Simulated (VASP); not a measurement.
Input of a VASP 6.6.1 run:

The input INCAR:

```
ALGO = Normal
EDIFF = 1E-6
ENCUT = 520
GGA = PS
ISIF = 2
ISMEAR = 0
LASPH = True
LCHARG = False
LREAL = False
LWAVE = False
NBANDS = 20
NELM = 60
PREC = Accurate
SIGMA = 0.02
```

KPOINTS

```
k-points
0
Gamma
  12 12 2
```

Contents of POSCAR:

```
WS2
1.0
    3.1457762203      0.0000000000      0.0000000000
   -1.5728881102      2.7243221214      0.0000000000
    0.0000000000      0.0000000000     16.9534210188
W S
1 2
Direct
    0.3333333333      0.6666666667      0.0000000000
    0.6666666667      0.3333333333      0.9075761485
    0.6666666667      0.3333333333      0.0924238515
```

Potentials or basis: VASP PAW PBE potentials, release 64 (W_sv, S).

Command:

```console
$ cat potpaw_PBE.64/W_sv/POTCAR potpaw_PBE.64/S/POTCAR > POTCAR
$ mpirun -np 1 vasp_std > vasp.out
```

(1) Estimate the largest force.

(2) Estimate the band gap on the k mesh.

Answers

(1) 0.021 eV/Å.

(2) 1.94 eV.

Caveat: the PAW data sets were made with another functional, which shifts forces and pressure a little; spin-orbit coupling is left out, which moves the levels of the heavy elements.
